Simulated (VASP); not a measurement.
# CaF3 (I4/mmm) in VASP: a series of runs

CaF3 is run at these levels: PBEsol; tasks: single point.

All numbers are computed with VASP 6.6.1; they aren't measurements. Logs are shortened: lines on timing, memory, paths and dates and some standing lists are left out, and cuts for length are marked.

## Step 1: The cell of the first run

The structure is tetragonal, space group I4/mmm (No. 139). The conventional cell has a = 3.700 Å, b = 3.700 Å, c = 6.109 Å, α = 90.00°, β = 90.00°, γ = 90.00°. Within 3.2 Å of Ca (site symmetry 4/mmm) lie 14 F at 2.40 to 3.05 Å. F (site symmetry -4m2) has 4 Ca at 2.40 Å and 10 F at 2.40 to 3.05 Å within 3.2 Å. Within 3.2 Å of F (site symmetry 4/mmm) lie 8 F at 2.40 Å and 6 Ca at 2.62 to 3.05 Å.

## Step 2: Single point, PBEsol, collinear spin (10.45 Å³/atom)

The input, INCAR:

```
SYSTEM = CaF3
  PREC = Accurate
  ENCUT = 520
  EDIFF = 1E-7
  ISMEAR = 0
  SIGMA = 0.1
  LREAL = .FALSE.
  LASPH = .TRUE.
  NELM = 150
  ALGO = Normal
  ISIF = 2
  LWAVE = .FALSE.
  LCHARG = .FALSE.
  ISPIN = 2
  MAGMOM = 0 0.26 0.26 0.6
  LORBIT = 11
  GGA = PS
  NBANDS = 28
```

The input, KPOINTS:

```
regular mesh
0
G
  16 16 16
  0 0 0
```

The input, POSCAR:

```
CaF3
1.0
   -1.8497855056      1.8497855056      3.0542553152
    1.8497855056     -1.8497855056      3.0542553152
    1.8497855056      1.8497855056     -3.0542553152
Ca F
1 3
Direct
    0.0000000000      0.0000000000      0.0000000000
    0.7500000000      0.2500000000      0.5000000000
    0.2500000000      0.7500000000      0.5000000000
    0.5000000000      0.5000000000      0.0000000000
```

Potentials or basis: VASP PAW PBE potentials, release 64 (Ca_sv, F).

The run is started by

```sh
$ cat potpaw_PBE.64/Ca_sv/POTCAR potpaw_PBE.64/F/POTCAR > POTCAR
$ mpirun -np 1 vasp_std > vasp.out
```

OUTCAR:

```text
SYSTEM = CaF3
   PREC = Accurate
   ENCUT = 520
   EDIFF = 1E-7
   ISMEAR = 0
   LREAL = .FALSE.
   LASPH = .TRUE.
   NELM = 150
   ISIF = 2
   ISPIN = 2
   LORBIT = 11
   GGA = PS

 ion  position               nearest neighbor table
   1  0.000  0.000  0.000-   2 2.40   3 2.40   2 2.40   3 2.40   2 2.40   3 2.40   2 2.40   3 2.40

   2  0.750  0.250  0.500-   1 2.40   1 2.40   1 2.40   1 2.40
   3  0.250  0.750  0.500-   1 2.40   1 2.40   1 2.40   1 2.40
   4  0.500  0.500  0.000-

  LATTYP: Found a body centered tetragonal cell.
 ALAT       =     3.6995710112
 C/A-ratio  =     1.6511402570

  Lattice vectors:

 A1 = (  -1.8497855056,   1.8497855056,   3.0542553152)
 A2 = (   1.8497855056,  -1.8497855056,   3.0542553152)
 A3 = (   1.8497855056,   1.8497855056,  -3.0542553152)

Analysis of symmetry for initial positions (statically):
=====================================================================
 Subroutine PRICEL returns:
 Original cell was already a primitive cell.

 Routine SETGRP: Setting up the symmetry group for a
 body centered tetragonal supercell.

 Subroutine GETGRP returns: Found 16 space group operations
 (whereof 16 operations were pure point group operations)
 out of a pool of 16 trial point group operations.

The static configuration has the point symmetry D_4h.

Analysis of symmetry for dynamics (positions and initial velocities):
=====================================================================
 Subroutine PRICEL returns:
 Original cell was already a primitive cell.

 Routine SETGRP: Setting up the symmetry group for a
 body centered tetragonal supercell.

 Subroutine GETGRP returns: Found 16 space group operations
 (whereof 16 operations were pure point group operations)
 out of a pool of 16 trial point group operations.

The dynamic configuration has the point symmetry D_4h.

Analysis of structural, dynamic, and magnetic symmetry:
=====================================================================
 Subroutine PRICEL returns:
 Original cell was already a primitive cell.

 Routine SETGRP: Setting up the symmetry group for a
 body centered tetragonal supercell.

 Subroutine GETGRP returns: Found 16 space group operations
 (whereof 16 operations were pure point group operations)
 out of a pool of 16 trial point group operations.

The overall configuration has the point symmetry D_4h.

 Subroutine INISYM returns: Found 16 space group operations
 (whereof 16 operations are pure point group operations),
 and found     1 'primitive' translations

----------------------------------------------------------------------------------------
[... 128 lines left out ...]
 spin polarized calculation
 Gauss-broadening in eV      SIGMA  =   0.10
  energy-cutoff  :      520.00
  volume of cell :       41.80
 maximum number of plane-waves:      1159
 NGX is ok and might be reduce to    30
   NGX = 15   NGY = 15   NGZ = 15

 number of electron      30.9999991 magnetization       0.9999930

 Free energy of the ion-electron system (eV)
  ---------------------------------------------------
  ext. energy  EPLUGINS =         0.00000000
  ---------------------------------------------------
  free energy    TOTEN  =       -18.81928346 eV

  energy without entropy =      -18.80059357  energy(sigma->0) =      -18.80993852

 E-fermi :   0.3365     XC(G=0): -11.3183

 val. band max:        0.3360405829   @ k =  -0.0625  -0.1250   0.0625
 cond. band min:       0.3368198872   @ k =  -0.2500   0.1250   0.0625
 fundamental gap:      0.0007793043
 Fermi energy:         0.3364892167

 spin component 1

 k-point     1 :       0.0000    0.0000    0.0000
  band No.  band energies     occupation
      1     -35.9256      1.00000
      2     -21.3999      1.00000
      3     -19.5634      1.00000
      4     -19.5079      1.00000
      5     -16.9690      1.00000
      6     -16.9480      1.00000
[... 709 lines left out ...]
     26      21.3734      0.00000
     27      23.4060      0.00000

 [... further k-points ...]

 spin component 2

 k-point     1 :       0.0000    0.0000    0.0000
  band No.  band energies     occupation
      1     -35.9263      1.00000
      2     -20.7618      1.00000
      3     -19.1465      1.00000
      4     -18.7815      1.00000
      5     -16.9696      1.00000
      6     -16.9504      1.00000
[... 709 lines left out ...]
     26      21.4144      0.00000
     27      23.4375      0.00000

 [... further k-points ...]

 [bands above 27 left out]

------------------------ aborting loop because EDIFF is reached ----------------------------------------

  FORCE on cell =-STRESS in cart. coord.  units (eV):
  Direction    XX          YY          ZZ          XY          YZ          ZX
  --------------------------------------------------------------------------------------
  -------------------------------------------------------------------------------------
  Total        1.5856722      1.5856722      1.6288775      0.0000000     -0.0000000      0.0000000
  in kB       60.7737350     60.7737350     62.4296530      0.0000000     -0.0000000      0.0000000
  external PRESSURE =      61.3257077 kB  Pullay stress =       0.0000000 kB

 VOLUME and BASIS-vectors are now :
 -----------------------------------------------------------------------------
  energy-cutoff  :      520.00
  volume of cell :       41.80
      direct lattice vectors                 reciprocal lattice vectors
    -1.849785506  1.849785506  3.054255315     0.000000000  0.270301610  0.163706026
     1.849785506 -1.849785506  3.054255315     0.270301610  0.000000000  0.163706026
     1.849785506  1.849785506 -3.054255315     0.270301610  0.270301610  0.000000000

 POSITION                                       TOTAL-FORCE (eV/Angst)
 -----------------------------------------------------------------------------------
      0.00000      0.00000      0.00000         0.000000      0.000000      0.000000
     -0.00000      1.84979      1.52713        -0.000000      0.000000     -0.000000
      1.84979     -0.00000      1.52713         0.000000     -0.000000      0.000000
      0.00000      0.00000      3.05426         0.000000      0.000000      0.000000
 -----------------------------------------------------------------------------------
    total drift:                                0.000000     -0.000000      0.000000

  FREE ENERGIE OF THE ION-ELECTRON SYSTEM (eV)
  ---------------------------------------------------
  free  energy   TOTEN  =       -18.8192834558 eV

  energy  without entropy=      -18.8005935747  energy(sigma->0) =      -18.80993852

 total charge

# of ion       s       p       d       tot
------------------------------------------
    1        2.017   5.862   0.208   8.087
    2        1.742   4.308   0.000   6.050
    3        1.742   4.308   0.000   6.050
    4        1.754   4.183   0.000   5.937
--------------------------------------------------
tot          7.256  18.660   0.208  26.124

 magnetization (x)

# of ion       s       p       d       tot
------------------------------------------
    1       -0.001   0.002  -0.004  -0.004
    2        0.001   0.216   0.000   0.217
    3        0.001   0.216   0.000   0.217
    4        0.003   0.492   0.000   0.494
--------------------------------------------------
tot          0.003   0.926  -0.004   0.925
```

Wall time 15 min (1 thread of Oxide Virtual Turin-like, shared host); peak memory 0.6 GiB.

What came out:

```yaml
Free_energy: -18.8193 eV
Pressure: 6.1 GPa
Band_gap_on_the_k_mesh: zero (filled and empty bands overlap)
Net_moment: 1.00 μB per cell
Site_moments: Ca -0.00; F +0.22, +0.49 (each value once) μB
Valence_electrons_inside_the_program's_atomic_spheres: Ca 8.09; F 6.05, 5.94 (each value once)
```

Stress tensor (GPa, compression positive):
```
6.08 0.00 0.00
0.00 6.08 0.00
0.00 0.00 6.24
```

Levels at points of the mesh, in eV from the Fermi level:
Spin up:
```
           k point  band 14  band 15  band 16  band 17  band 18  band 19
(0.00, 0.00, 0.00)    -0.84    -0.42    -0.42     8.08     8.90     9.36
(0.50, 0.00, 0.00)    -1.02    -0.99    -0.78     9.24     9.61     9.86
(0.50, 0.50, 0.00)    -0.79    -0.62    -0.38     8.97     9.12     9.63
(0.50, 0.50, 0.50)    -0.99    -0.84    -0.84     8.10     8.55     9.43
```
Spin down:
```csv
k point,band 13,band 14,band 15,band 16,band 17,band 18
"(0.00, 0.00, 0.00)",-1.99,0.05,0.05,0.12,8.08,8.89
"(0.50, 0.00, 0.00)",-1.32,-0.50,-0.30,0.11,9.28,9.66
"(0.50, 0.50, 0.00)",-0.38,-0.20,0.16,0.17,9.00,9.14
"(0.50, 0.50, 0.50)",-0.59,-0.59,-0.30,-0.30,8.11,8.58
```

Caveat: the cell stands under pressure; the PAW data sets were made with another functional, which shifts forces and pressure a little.

## Step 3: Single point, PBEsol, collinear spin (11.45 Å³/atom)

This run uses another cell than the first one, of 11.45 Å³/atom.

The input, INCAR:

```
SYSTEM = CaF3
ALGO = Normal ; EDIFF = 1E-6
ENCUT = 520 ; GGA = PS
ISIF = 2 ; ISMEAR = 0
ISPIN = 2 ; LASPH = .True.
LCHARG = .True. ; LELF = .True.
LORBIT = 11 ; LREAL = .False.
LVHAR = .True. ; LWAVE = .False.
MAGMOM = 0 0.26 0.26 0.6 ; NBANDS = 28
NELM = 150 ; PREC = Accurate
SIGMA = 0.1
```

The input, KPOINTS:

```
k-points
0
Gamma
  16 16 16
  0 0 0
```

The input, POSCAR:

```
CaF3
1.0
   -1.9136575665      1.9136575665      3.1270080544
    1.9136575665     -1.9136575665      3.1270080544
    1.9136575665      1.9136575665     -3.1270080544
Ca F
1 3
Direct
    0.0000000000      0.0000000000      0.0000000000
    0.7500000000      0.2500000000      0.5000000000
    0.2500000000      0.7500000000      0.5000000000
    0.5000000000      0.5000000000      0.0000000000
```

Potentials or basis: VASP PAW PBE potentials, release 64 (Ca_sv, F).

The run is started by

```sh
$ cat potpaw_PBE.64/Ca_sv/POTCAR potpaw_PBE.64/F/POTCAR > POTCAR
$ mpirun -np 1 vasp_std > vasp.out
```

OUTCAR:

```text
SYSTEM = CaF3
   EDIFF = 1E-6
   ENCUT = 520
   GGA = PS
   ISIF = 2
   ISMEAR = 0
   ISPIN = 2
   LASPH = .True.
   LORBIT = 11
   LREAL = .False.
   NELM = 150
   PREC = Accurate

 ion  position               nearest neighbor table
   1  0.000  0.000  0.000-   2 2.47   3 2.47   2 2.47   3 2.47   2 2.47   3 2.47   2 2.47   3 2.47

   2  0.750  0.250  0.500-   1 2.47   1 2.47   1 2.47   1 2.47
   3  0.250  0.750  0.500-   1 2.47   1 2.47   1 2.47   1 2.47
   4  0.500  0.500  0.000-

  LATTYP: Found a body centered tetragonal cell.
 ALAT       =     3.8273151330
 C/A-ratio  =     1.6340478616

  Lattice vectors:

 A1 = (  -1.9136575665,   1.9136575665,   3.1270080544)
 A2 = (   1.9136575665,  -1.9136575665,   3.1270080544)
 A3 = (   1.9136575665,   1.9136575665,  -3.1270080544)

Analysis of symmetry for initial positions (statically):
=====================================================================
 Subroutine PRICEL returns:
 Original cell was already a primitive cell.

 Routine SETGRP: Setting up the symmetry group for a
 body centered tetragonal supercell.

 Subroutine GETGRP returns: Found 16 space group operations
 (whereof 16 operations were pure point group operations)
 out of a pool of 16 trial point group operations.

The static configuration has the point symmetry D_4h.

Analysis of symmetry for dynamics (positions and initial velocities):
=====================================================================
 Subroutine PRICEL returns:
 Original cell was already a primitive cell.

 Routine SETGRP: Setting up the symmetry group for a
 body centered tetragonal supercell.

 Subroutine GETGRP returns: Found 16 space group operations
 (whereof 16 operations were pure point group operations)
 out of a pool of 16 trial point group operations.

The dynamic configuration has the point symmetry D_4h.

Analysis of structural, dynamic, and magnetic symmetry:
=====================================================================
 Subroutine PRICEL returns:
 Original cell was already a primitive cell.

 Routine SETGRP: Setting up the symmetry group for a
 body centered tetragonal supercell.

 Subroutine GETGRP returns: Found 16 space group operations
 (whereof 16 operations were pure point group operations)
 out of a pool of 16 trial point group operations.

The overall configuration has the point symmetry D_4h.

 Subroutine INISYM returns: Found 16 space group operations
 (whereof 16 operations are pure point group operations),
 and found     1 'primitive' translations

----------------------------------------------------------------------------------------

                                     Primitive cell

  volume of cell :      45.8055

  direct lattice vectors                    reciprocal lattice vectors
    -1.913657566  1.913657566  3.127008054     0.000000000  0.261279765  0.159897254
     1.913657566 -1.913657566  3.127008054     0.261279765  0.000000000  0.159897254
     1.913657566  1.913657566 -3.127008054     0.261279765  0.261279765  0.000000000

  length of vectors
     4.135498753  4.135498753  4.135498753     0.306323763  0.306323763  0.369505388

  position of ions in fractional coordinates (direct lattice)
     0.000000000  0.000000000  0.000000000
     0.750000000  0.250000000  0.500000000
     0.250000000  0.750000000  0.500000000
[... 80 lines left out ...]
   EDIFF  = 0.1E-05   stopping-criterion for ELM
   LREAL  =      F    real-space projection
   EDIFFG = 0.1E-04   stopping-criterion for IOM
   NSW    =      0    number of steps for IOM
   IBRION =     -1    ionic relax: 0-MD 1-quasi-New 2-CG
   NFREE  =      0    steps in history (QN), initial steepest desc. (CG)
   ISIF   =      2    stress and relaxation
   ISYM   =      2    0-nonsym 1-usesym 2-fastsym
   POTIM  = 0.5000    time-step for ionic-motion
   TEBEG  =    0.0;   TEEND  =   0.0 temperature during run
   PSTRESS=    0.0 pullay stress
   NELECT =      31.0000    total number of electrons
   NUPDOWN=      -1.0000    fix difference up-down
   EMIN   =  10.00;   EMAX   =-10.00  energy-range for DOS
   EFERMI =   0.00;   METHOD = LEGACY
   ISMEAR =     0;   SIGMA  =   0.10  broadening in eV -4-tet -1-fermi 0-gaus
   EFERMI_NEDOS =   21; number of points for ismear=-14 and -15
   IALGO  =     38    algorithm
   IMIX   =      4    mixing-type and parameters
     AMIX     =   0.40;   BMIX     =  1.00
     AMIX_MAG =   1.60;   BMIX_MAG =  1.00
  volume/ion in A,a.u.               =      11.45        77.28
  Fermi-wavevector in a.u.,A,eV,Ry     =   1.437329  2.716158 28.108483  2.065915
  Thomas-Fermi vector in A             =   2.556419
   LORBIT       =     11    0 simple, 1 ext, 2 COOP (PROOUT), +10 PAW based schemes
   GGA     = PS    functional components
   LHFCALC =     F    Hartree Fock is set to
   AEXX    =    0.0000 exact exchange contribution
   IVDW    =     0    specifies the selected vdW correction
   LEPSILON=     F    determine dielectric tensor
   LRPA    =     F    only Hartree local field effects (RPA)
 spin polarized calculation
 Gauss-broadening in eV      SIGMA  =   0.10
  energy-cutoff  :      520.00
  volume of cell :       45.81
 maximum number of plane-waves:      1260
   NGX = 15   NGY = 15   NGZ = 15

 number of electron      31.0000000 magnetization       0.9999587

 Free energy of the ion-electron system (eV)
  ---------------------------------------------------
  ext. energy  EPLUGINS =         0.00000000
  ---------------------------------------------------
  free energy    TOTEN  =       -18.86932460 eV

  energy without entropy =      -18.84859003  energy(sigma->0) =      -18.85895732

 E-fermi :  -0.3400     XC(G=0): -10.8001

 val. band max:       -0.3409742949   @ k =  -0.3750  -0.4375   0.1875
 cond. band min:      -0.3395399132   @ k =  -0.2500  -0.3750   0.1875
 fundamental gap:      0.0014343818
 Fermi energy:        -0.3399677175

 spin component 1

 k-point     1 :       0.0000    0.0000    0.0000
  band No.  band energies     occupation
      1     -36.9508      1.00000
      2     -21.6843      1.00000
      3     -20.1015      1.00000
      4     -20.1009      1.00000
      5     -17.9755      1.00000
      6     -17.9665      1.00000
[... 709 lines left out ...]
     26      19.8252      0.00000
     27      21.6067      0.00000

 [... further k-points ...]

 spin component 2

 k-point     1 :       0.0000    0.0000    0.0000
  band No.  band energies     occupation
      1     -36.9530      1.00000
      2     -21.0239      1.00000
      3     -19.6902      1.00000
      4     -19.3914      1.00000
      5     -17.9779      1.00000
      6     -17.9699      1.00000
[... 709 lines left out ...]
     26      19.8600      0.00000
     27      21.6353      0.00000

 [... further k-points ...]

 [bands above 27 left out]

------------------------ aborting loop because EDIFF is reached ----------------------------------------

  FORCE on cell =-STRESS in cart. coord.  units (eV):
  Direction    XX          YY          ZZ          XY          YZ          ZX
  --------------------------------------------------------------------------------------
  -------------------------------------------------------------------------------------
  Total       -0.6910565     -0.6910565     -0.7098570      0.0000000     -0.0000000      0.0000000
  in kB      -24.1716706    -24.1716706    -24.8292733      0.0000000     -0.0000000      0.0000000
  external PRESSURE =     -24.3908715 kB  Pullay stress =       0.0000000 kB

 VOLUME and BASIS-vectors are now :
 -----------------------------------------------------------------------------
  energy-cutoff  :      520.00
  volume of cell :       45.81
      direct lattice vectors                 reciprocal lattice vectors
    -1.913657566  1.913657566  3.127008054     0.000000000  0.261279765  0.159897254
     1.913657566 -1.913657566  3.127008054     0.261279765  0.000000000  0.159897254
     1.913657566  1.913657566 -3.127008054     0.261279765  0.261279765  0.000000000

 POSITION                                       TOTAL-FORCE (eV/Angst)
 -----------------------------------------------------------------------------------
      0.00000      0.00000      0.00000        -0.000000     -0.000000      0.000000
     -0.00000      1.91366      1.56350        -0.000000     -0.000000     -0.000000
      1.91366     -0.00000      1.56350         0.000000      0.000000     -0.000000
      0.00000      0.00000      3.12701        -0.000000     -0.000000      0.000000
 -----------------------------------------------------------------------------------
    total drift:                               -0.000000     -0.000000      0.000000

  FREE ENERGIE OF THE ION-ELECTRON SYSTEM (eV)
  ---------------------------------------------------
  free  energy   TOTEN  =       -18.8693246005 eV

  energy  without entropy=      -18.8485900319  energy(sigma->0) =      -18.85895732

 total charge

# of ion       s       p       d       tot
------------------------------------------
    1        2.011   5.850   0.170   8.031
    2        1.740   4.291   0.000   6.031
    3        1.740   4.291   0.000   6.031
    4        1.752   4.169   0.000   5.921
--------------------------------------------------
tot          7.244  18.601   0.170  26.015

 magnetization (x)

# of ion       s       p       d       tot
------------------------------------------
    1       -0.001   0.001  -0.004  -0.004
    2        0.001   0.213   0.000   0.214
    3        0.001   0.213   0.000   0.214
    4        0.003   0.494   0.000   0.497
--------------------------------------------------
tot          0.003   0.922  -0.004   0.921
```

It took 23 min on 1 thread of AMD EPYC 9755, shared host; peak memory 0.64 GiB.

Results:

```yaml
Free_energy: -18.8693 eV
Pressure: -2.4 GPa
Band_gap_on_the_k_mesh: zero (filled and empty bands overlap)
Net_moment: 1.00 μB per cell
Site_moments: Ca -0.00; F +0.21, +0.50 (each value once) μB
Valence_electrons_inside_the_program's_atomic_spheres: Ca 8.03; F 6.03, 5.92 (each value once)
```

Caveat: the PAW data sets were made with another functional, which shifts forces and pressure a little.
